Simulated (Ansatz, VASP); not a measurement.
**One calculation of Ta, two programs**

```
Ta
1.0
    -1.70082    1.60174    1.65128
     1.70082   -1.60174    1.65128
     1.70082    1.60174   -1.65128
Ta
1
Direct
  0.00000 0.00000 0.00000
```

Change from the starting cell: strain +0.0300 x Voigt [1, -1, 0, 0, 0, 0], atoms carried along.

Alike in both runs: task single point; functional PBE; k mesh 20 × 20 × 20; occupations gaussian, width 0.15 eV; no spin polarisation.

|  | VASP | Ansatz |
| --- | --- | --- |
| version | VASP 6.6.1 | Ansatz 0.2.0 |
| potentials or method | VASP PAW PBE potentials, release 64 (Ta_pv), cutoff 520 eV | scalar-relativistic, plane waves, PAW |
| valence electrons in the cell | 11 | 13 |

```tsv
	VASP	Ansatz	Ansatz less VASP
gap on the k mesh at the Fermi level (eV)	none	none	-
pressure (GPa)	3.7	3.6	-0.12
traceless stress, the component that is largest in VASP (GPa)	3.28	3.29	+0.014
```

A gap of «none» marks a metal or a gap that the smearing closes. With one functional, cell and mesh, what is left measures potentials, basis and numerics. VASP's potentials hold 11 valence electrons a cell and Ansatz's 13, so a difference there can come from the potentials and not from the codes.

Neither program's run includes spin-orbit coupling.
